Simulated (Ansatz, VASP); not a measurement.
# Two plane-wave programs on SnS2

```
Sn S
1.0
     3.63376    0.00000    0.00000
    -1.81688    3.14693    0.00000
     0.00000    0.00000    5.70242
Sn S
1 2
Direct
  0.00000 0.00000 0.00000
  0.33333 0.66667 0.25705
  0.66667 0.33333 0.74295
```

Alike in both runs: functional LDA; k mesh 6 × 6 × 4; no spin polarisation.

Ansatz relaxed the structure, and its values are those at the end. VASP's run is a single point on that final structure, the one shown.

|  | VASP | Ansatz |
| --- | --- | --- |
| version | VASP 6.6.1 | Ansatz 0.2.0 |
| potentials or method | VASP PAW LDA potentials, release 64 (Sn_d, S), cutoff 500 eV | plane waves, PAW |
| occupations | gaussian, width 0.01 eV | fixed |
| valence electrons in the cell | 26 | 26 |

|  | VASP | Ansatz | Ansatz less VASP |
| --- | --- | --- | --- |
| pressure (GPa) | 0.0 | 0.0 | +0.02 |

LDA's correlation is that of Perdew and Zunger in VASP and of Perdew and Wang (1992) in Ansatz.
